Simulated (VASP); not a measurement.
# Li3B2 (P-3m1) in VASP: a series of runs

The runs below take Li3B2 through single point, with PBE.

Program: VASP 6.6.1. These are calculated values, not measurements. Logs are shortened: lines on timing, memory, paths and dates and some standing lists are left out, and cuts for length are marked.

## (1) The cell of the first run

Symmetry: P-3m1, No. 164, trigonal system. Conventional cell: a = 5.080 Å, b = 5.080 Å, c = 6.769 Å, α = 90.00°, β = 90.00°, γ = 120.00°. Li (site symmetry 2/m) has 6 Li at 2.44 to 2.54 Å and 4 B at 3.12 Å within 3.2 Å. Li (site symmetry -3m) has 6 B at 1.55 Å within 2.1 Å. Li (site symmetry 2/m) has 4 B at 1.63 Å and 2 Li at 2.05 Å within 2.2 Å. Within 2.3 Å of Li (site symmetry 3m) lie 3 B at 1.72 Å and 3 Li at 2.05 Å. B (site symmetry m) has 4 Li at 1.55 to 1.72 Å and 2 B at 1.92 Å within 2.1 Å.

The cell was built from a structure type or drawn by symmetry, and may not be a known phase.

## (2) Single point, PBE

Input file INCAR:

```
PREC = Accurate
ENCUT = 520
EDIFF = 1E-7
ISMEAR = 0
SIGMA = 0.1
LREAL = Auto
LASPH = T
NELM = 80
ALGO = Fast
ISIF = 2
LWAVE = F
LCHARG = F
GGA = PE
NBANDS = 36
```

Input file KPOINTS:

```
regular mesh
0
Gamma
  6 6 4
```

Input file POSCAR:

```
Li3B2
1.0
    5.0803984800      0.0000000000      0.0000000000
   -2.5401992400      4.3997541400      0.0000000000
    0.0000000000      0.0000000000      6.7693022500
Li B
9 6
Direct
    0.5000000000      0.0000000000      0.5000000000
    0.0000000000      0.5000000000      0.5000000000
    0.5000000000      0.5000000000      0.5000000000
    0.0000000000      0.0000000000      0.0000000000
    0.5000000000      0.0000000000      0.0000000000
    0.0000000000      0.5000000000      0.0000000000
    0.5000000000      0.5000000000      0.0000000000
    0.3333333300      0.6666666700      0.7878352000
    0.6666666700      0.3333333300      0.2121648000
    0.1598899100      0.8401100900      0.9035214400
    0.1598899100      0.3197798300      0.9035214400
    0.6802201700      0.8401100900      0.9035214400
    0.8401100900      0.1598899100      0.0964785600
    0.3197798300      0.1598899100      0.0964785600
    0.8401100900      0.6802201700      0.0964785600
```

Potentials or basis: VASP PAW PBE potentials, release 64 (Li_sv, B).

The run is started by

```
$ cat potpaw_PBE.64/Li_sv/POTCAR potpaw_PBE.64/B/POTCAR > POTCAR
$ mpirun -np 1 vasp_std > vasp.out
```

OUTCAR:

```text
PREC = Accurate
   ENCUT = 520
   EDIFF = 1E-7
   ISMEAR = 0
   LREAL = Auto
   LASPH = T
   NELM = 80
   ISIF = 2
   GGA = PE

 ion  position               nearest neighbor table
   1  0.500  0.000  0.500-   8 2.44   9 2.44   2 2.54   3 2.54   3 2.54   2 2.54
   2  0.000  0.500  0.500-   8 2.44   9 2.44   1 2.54   1 2.54   3 2.54   3 2.54
   3  0.500  0.500  0.500-   8 2.44   9 2.44   1 2.54   1 2.54   2 2.54   2 2.54
   4  0.000  0.000  0.000-  10 1.55  13 1.55  11 1.55  15 1.55  14 1.55  12 1.55   6 2.54   7 2.54
                             6 2.54   7 2.54   5 2.54   5 2.54
   5  0.500  0.000  0.000-  12 1.63  14 1.63  13 1.63  10 1.63   8 2.05   9 2.05   6 2.54   7 2.54
                             7 2.54   6 2.54   4 2.54   4 2.54
   6  0.000  0.500  0.000-  11 1.63  15 1.63  13 1.63  10 1.63   8 2.05   9 2.05   4 2.54   5 2.54
                             4 2.54   5 2.54   7 2.54   7 2.54
   7  0.500  0.500  0.000-  12 1.63  14 1.63  11 1.63  15 1.63   8 2.05   9 2.05   4 2.54   5 2.54
                             5 2.54   4 2.54   6 2.54   6 2.54
   8  0.333  0.667  0.788-  11 1.72  12 1.72  10 1.72   5 2.05   6 2.05   7 2.05   1 2.44   2 2.44
                             3 2.44
   9  0.667  0.333  0.212-  15 1.72  14 1.72  13 1.72   5 2.05   6 2.05   7 2.05   1 2.44   2 2.44
                             3 2.44
  10  0.160  0.840  0.904-   4 1.55   6 1.63   5 1.63   8 1.72  14 1.92  15 1.92
  11  0.160  0.320  0.904-   4 1.55   6 1.63   7 1.63   8 1.72  13 1.92  14 1.92
  12  0.680  0.840  0.904-   4 1.55   5 1.63   7 1.63   8 1.72  13 1.92  15 1.92
  13  0.840  0.160  0.096-   4 1.55   6 1.63   5 1.63   9 1.72  12 1.92  11 1.92
  14  0.320  0.160  0.096-   4 1.55   5 1.63   7 1.63   9 1.72  10 1.92  11 1.92
  15  0.840  0.680  0.096-   4 1.55   6 1.63   7 1.63   9 1.72  10 1.92  12 1.92

  LATTYP: Found a hexagonal cell.
 ALAT       =     5.0803984800
 C/A-ratio  =     1.3324352955

  Lattice vectors:

 A1 = (   5.0803984800,   0.0000000000,   0.0000000000)
 A2 = (  -2.5401992400,   4.3997541400,   0.0000000000)
 A3 = (   0.0000000000,   0.0000000000,   6.7693022500)

Analysis of symmetry for initial positions (statically):
=====================================================================
 Subroutine PRICEL returns:
 Original cell was already a primitive cell.

 Routine SETGRP: Setting up the symmetry group for a
 hexagonal supercell.

 Subroutine GETGRP returns: Found 12 space group operations
 (whereof 12 operations were pure point group operations)
 out of a pool of 24 trial point group operations.

The static configuration has the point symmetry D_3d.

Analysis of symmetry for dynamics (positions and initial velocities):
=====================================================================
 Subroutine PRICEL returns:
 Original cell was already a primitive cell.

 Routine SETGRP: Setting up the symmetry group for a
 hexagonal supercell.

 Subroutine GETGRP returns: Found 12 space group operations
 (whereof 12 operations were pure point group operations)
 out of a pool of 24 trial point group operations.

The dynamic configuration has the point symmetry D_3d.

 Subroutine INISYM returns: Found 12 space group operations
 (whereof 12 operations are pure point group operations),
 and found     1 'primitive' translations

----------------------------------------------------------------------------------------

                                     Primitive cell

  volume of cell :     151.3109

  direct lattice vectors                    reciprocal lattice vectors
     5.080398480  0.000000000  0.000000000     0.196834954  0.113642714  0.000000000
    -2.540199240  4.399754140  0.000000000     0.000000000  0.227285427  0.000000000
     0.000000000  0.000000000  6.769302250     0.000000000  0.000000000  0.147725713

  length of vectors
     5.080398480  5.080398476  6.769302250     0.227285427  0.227285427  0.147725713

  position of ions in fractional coordinates (direct lattice)
     0.500000000  0.000000000  0.500000000
     0.000000000  0.500000000  0.500000000
     0.500000000  0.500000000  0.500000000
     0.000000000  0.000000000  0.000000000
     0.500000000  0.000000000  0.000000000
     0.000000000  0.500000000  0.000000000
     0.500000000  0.500000000  0.000000000
     0.333333330  0.666666670  0.787835200
[... 40 lines left out ...]

  Length of vectors
     0.037880905  0.037880905  0.036931428

  Shift w.r.t. Gamma in fractional coordinates (k-lattice)
     0.000000000  0.000000000  0.000000000

 Subroutine IBZKPT returns following result:
 ===========================================

 Found     24 irreducible k-points:

 Following reciprocal coordinates:
            Coordinates               Weight
  0.000000  0.000000  0.000000      1.000000
  0.166667  0.000000  0.000000      6.000000
  0.333333 -0.000000  0.000000      6.000000
  0.500000 -0.000000  0.000000      3.000000
  0.166667  0.166667  0.000000      6.000000
  0.333333  0.166667  0.000000     12.000000
[... 16 lines left out ...]
  0.333333  0.166667  0.500000     12.000000
  0.333333  0.333333  0.500000      2.000000
   k-points           NKPTS =     24   k-points in BZ     NKDIM =     24   number of bands    NBANDS=     36
   number of dos      NEDOS =    301   number of ions     NIONS =     15
   total plane-waves  NPLWV =  80000
   dimension x,y,z NGX =    40 NGY =   40 NGZ =   50
   dimension x,y,z NGXF=    80 NGYF=   80 NGZF=  100
   ions per type =               9   6
   NGX,Y,Z   is equivalent  to a cutoff of  13.09, 13.09, 12.28 a.u.
   NGXF,Y,Z  is equivalent  to a cutoff of  26.18, 26.18, 24.56 a.u.
 SYSTEM =  unknown system
   PREC   = accura    normal or accurate (medium, high low for compatibility)
   ISTART =      0    job   : 0-new  1-cont  2-samecut
   ICHARG =      2    charge: 1-file 2-atom 10-const
   ISPIN  =      1    spin polarized calculation?
   LNONCOLLINEAR =      F non collinear calculations
   LSORBIT =      F    spin-orbit coupling
   LASPH  =      T    aspherical Exc in radial PAW
   ENCUT  =  520.0 eV  38.22 Ry    6.18 a.u.   9.45  9.45 12.59*2*pi/ulx,y,z
   NELM   =     80;   NELMIN=  2; NELMDL= -5     # of ELM steps
   EDIFF  = 0.1E-06   stopping-criterion for ELM
   LREAL  =      T    real-space projection
   EDIFFG = 0.1E-05   stopping-criterion for IOM
   NSW    =      0    number of steps for IOM
   IBRION =     -1    ionic relax: 0-MD 1-quasi-New 2-CG
   NFREE  =      0    steps in history (QN), initial steepest desc. (CG)
   ISIF   =      2    stress and relaxation
   ISYM   =      2    0-nonsym 1-usesym 2-fastsym
   POTIM  = 0.5000    time-step for ionic-motion
   TEBEG  =    0.0;   TEEND  =   0.0 temperature during run
   PSTRESS=    0.0 pullay stress
   NELECT =      45.0000    total number of electrons
   NUPDOWN=      -1.0000    fix difference up-down
   EMIN   =  10.00;   EMAX   =-10.00  energy-range for DOS
   EFERMI =   0.00;   METHOD = LEGACY
   ISMEAR =     0;   SIGMA  =   0.10  broadening in eV -4-tet -1-fermi 0-gaus
   EFERMI_NEDOS =   21; number of points for ismear=-14 and -15
   IALGO  =     68    algorithm
   IMIX   =      4    mixing-type and parameters
     AMIX     =   0.40;   BMIX     =  1.00
     AMIX_MAG =   1.60;   BMIX_MAG =  1.00
  volume/ion in A,a.u.               =      10.09        68.07
  Fermi-wavevector in a.u.,A,eV,Ry     =   1.092754  2.065005 16.246863  1.194111
  Thomas-Fermi vector in A             =   2.229026
   LORBIT       =      0    0 simple, 1 ext, 2 COOP (PROOUT), +10 PAW based schemes
   GGA     = PE    functional components
   LHFCALC =     F    Hartree Fock is set to
   AEXX    =    0.0000 exact exchange contribution
   IVDW    =     0    specifies the selected vdW correction
   LEPSILON=     F    determine dielectric tensor
   LRPA    =     F    only Hartree local field effects (RPA)
 non-spin polarized calculation
 RMM-DIIS sequential band-by-band and
 Gauss-broadening in eV      SIGMA  =   0.10
  energy-cutoff  :      520.00
  volume of cell :      151.31
 maximum number of plane-waves:      4107
 NGX is ok and might be reduce to    40
   NGX = 19   NGY = 19   NGZ = 25

 number of electron      44.9999979 magnetization

 Free energy of the ion-electron system (eV)
  ---------------------------------------------------
  ext. energy  EPLUGINS =         0.00000000
  ---------------------------------------------------
  free energy    TOTEN  =       -22.06241239 eV

  energy without entropy =      -22.04267600  energy(sigma->0) =      -22.05254420

 E-fermi :   3.0093     XC(G=0):  -8.9717

 val. band max:        2.9969148898   @ k =   0.3333   0.3333   0.5000
 cond. band min:       3.0231949497   @ k =   0.3333   0.1667   0.2500
 fundamental gap:      0.0262800599
 Fermi energy:         3.0093183073

 k-point     1 :       0.0000    0.0000    0.0000
  band No.  band energies     occupation
      1     -44.2879      2.00000
      2     -44.2239      2.00000
      3     -44.2239      2.00000
      4     -43.3556      2.00000
      5     -42.5037      2.00000
      6     -42.3888      2.00000
[... 877 lines left out ...]
     33       7.4005      0.00000
     34       9.8062      0.00000
 [bands above 34 left out]

------------------------ aborting loop because EDIFF is reached ----------------------------------------

  FORCE on cell =-STRESS in cart. coord.  units (eV):
  Direction    XX          YY          ZZ          XY          YZ          ZX
  --------------------------------------------------------------------------------------
  -------------------------------------------------------------------------------------
  Total       65.4385135     65.4385134     21.3503200      0.0000000      0.0000000      0.0000000
  in kB      692.9053523    692.9053507    226.0710122      0.0000000      0.0000000      0.0000000
  external PRESSURE =     537.2939050 kB  Pullay stress =       0.0000000 kB

 VOLUME and BASIS-vectors are now :
 -----------------------------------------------------------------------------
  energy-cutoff  :      520.00
  volume of cell :      151.31
      direct lattice vectors                 reciprocal lattice vectors
     5.080398480  0.000000000  0.000000000     0.196834954  0.113642714  0.000000000
    -2.540199240  4.399754140  0.000000000     0.000000000  0.227285427  0.000000000
     0.000000000  0.000000000  6.769302250     0.000000000  0.000000000  0.147725713

 POSITION                                       TOTAL-FORCE (eV/Angst)
 -----------------------------------------------------------------------------------
      2.54020      0.00000      3.38465         0.000000     -0.000000     -0.000000
     -1.27010      2.19988      3.38465         0.000000     -0.000000     -0.000000
      1.27010      2.19988      3.38465         0.000000     -0.000000     -0.000000
      0.00000      0.00000      0.00000         0.000000     -0.000000     -0.000000
      2.54020      0.00000      0.00000         0.000000     -0.000000     -0.000000
     -1.27010      2.19988      0.00000         0.000000     -0.000000     -0.000000
      1.27010      2.19988      0.00000         0.000000     -0.000000     -0.000000
     -0.00000      2.93317      5.33309         0.000000     -0.000000     -5.343682
      2.54020      1.46658      1.43621         0.000000     -0.000000      5.343682
     -1.32174      3.69628      6.11621        -2.983199      1.722351     -3.200718
     -0.00000      1.40695      6.11621        -0.000000     -3.444701     -3.200718
      1.32174      3.69628      6.11621         2.983199      1.722351     -3.200718
      3.86194      0.70348      0.65309         2.983199     -1.722351      3.200718
      1.21846      0.70348      0.65309        -2.983199     -1.722351      3.200718
      2.54020      2.99280      0.65309         0.000000      3.444701      3.200718
 -----------------------------------------------------------------------------------
    total drift:                                0.000000      0.000000     -0.000000

  FREE ENERGIE OF THE ION-ELECTRON SYSTEM (eV)
  ---------------------------------------------------
  free  energy   TOTEN  =       -22.0624123940 eV

  energy  without entropy=      -22.0426759998  energy(sigma->0) =      -22.05254420
```

It took 27 min on 1 thread of Oxide Virtual Turin-like, shared host; peak memory 0.26 GiB.

What came out:

| Quantity | Value |
| --- | --- |
| Free energy | -22.0624 eV |
| Largest force | 5.344 eV/Å |
| Band gap on the k mesh | zero (an odd number of electrons rules out a gap without spin polarisation) |

Forces on the atoms (eV/Å):
```
Li   0.000  0.000  0.000
Li   0.000  0.000  0.000
Li   0.000  0.000  0.000
Li   0.000  0.000  0.000
Li   0.000  0.000  0.000
Li   0.000  0.000  0.000
Li   0.000  0.000  0.000
Li   0.000  0.000 -5.344
Li   0.000  0.000  5.344
B   -2.983  1.722 -3.201
B    0.000 -3.445 -3.201
B    2.983  1.722 -3.201
B    2.983 -1.722  3.201
B   -2.983 -1.722  3.201
B    0.000  3.445  3.201
```

Caveat: the cutoff is under 1.25 times the usual one of these potentials, so pressure, stress and relaxed cells hold a basis-set (Pulay) error; forces of over 1 eV/Å act on the atoms, so gaps and moduli don't describe the material at rest.

(Continued in part 2 of 2.)
